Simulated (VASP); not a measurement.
Wanted: the native input for a VASP 6.6.1 run.

```
Task                   : single point
Functional             : PBEsol
Potentials or basis    : VASP PAW PBE potentials, release 64 (V_sv)
Cutoff                 : 520 eV
k mesh                 : 12 × 12 × 6
Occupations            : fermi-dirac, width 0.05 eV
Spin                   : no spin polarisation
Dipole correction      : no
Further INCAR settings : ALGO = Normal; EDIFF = 1e-07; NBANDS = 20
```

The structure of V lies in POSCAR:

```
V
1.0
    2.6042941027      0.0000000000      0.0000000000
   -1.3021470513      2.2553848518      0.0000000000
    0.0000000000      0.0000000000      4.7233360000
V
2
Direct
    0.3333333333      0.6666666667      0.2500000000
    0.6666666667      0.3333333333      0.7500000000
```

This isn't the form of V at room conditions, which is bcc.

One way to write it, as run:

INCAR

```
PREC = Accurate ; ENCUT = 520
EDIFF = 1E-7 ; ISMEAR = -1
SIGMA = 0.05 ; LREAL = F
LASPH = T ; NELM = 60
ALGO = Normal ; ISIF = 2
LWAVE = F ; LCHARG = F
GGA = PS ; NBANDS = 20
```

KPOINTS

```
Automatic mesh
0
Gamma
  12 12 6
```

Potentials or basis: VASP PAW PBE potentials, release 64 (V_sv).

The run is started by

```sh
$ cat potpaw_PBE.64/V_sv/POTCAR > POTCAR
$ mpirun -np 1 vasp_std > vasp.out
```

It gave:

```json
{
 "Pressure": "-7.0 GPa",
 "Band gap on the k mesh": "zero (bands 13 and 14 overlap by 2.21 eV)"
}
```

Caveat: the cell stands under tension; the PAW data sets were made with another functional, which shifts forces and pressure a little.

Run time: 52 s on 1 thread of Intel Xeon 8259CL, with other jobs on the host, peak memory 0.16 GiB.
